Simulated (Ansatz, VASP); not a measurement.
**LaNi2Ge2 in VASP and in Ansatz**

```
La Ni Ge
1.0
    -2.09300    2.09300    4.95200
     2.09300   -2.09300    4.95200
     2.09300    2.09300   -4.95200
La Ni Ge
1 2 2
Direct
  0.00000 0.00000 0.00000
  0.75000 0.25000 0.50000
  0.25000 0.75000 0.50000
  0.36800 0.36800 0.00000
  0.63200 0.63200 0.00000
```

Alike in both runs: task relaxation of cell and atoms; functional LDA; k mesh 16 × 16 × 16; occupations gaussian, width 0.05 eV; no spin polarisation.

|  | VASP | Ansatz |
| --- | --- | --- |
| version | VASP 6.6.1 | Ansatz 0.2.0 |
| potentials or method | VASP PAW LDA potentials, release 64 (La, Ni, Ge_d) | scalar-relativistic, plane waves, PAW |
| plane-wave cutoff (eV) | 600 | 420 |
| valence electrons in the cell | 59 | 75 |

VASP gave:

- gap on the k mesh at the Fermi level, each at its own relaxed structure (eV): none
- relaxed volume (Å³/atom): 16.45
- relaxed cell length with the largest relative difference (Å): 5.651

Question: Which values does Ansatz return?

Answer: gap on the k mesh at the Fermi level, each at its own relaxed structure (eV): none; relaxed volume (Å³/atom): 16.43; relaxed cell length with the largest relative difference (Å): 5.653.

LDA's correlation is that of Perdew and Zunger in VASP and of Perdew and Wang (1992) in Ansatz. A gap of «none» marks a metal or a gap that the smearing closes. VASP's potentials hold 59 valence electrons a cell and Ansatz's 75, so a difference there can come from the potentials and not from the codes.

Neither program's run includes spin-orbit coupling.
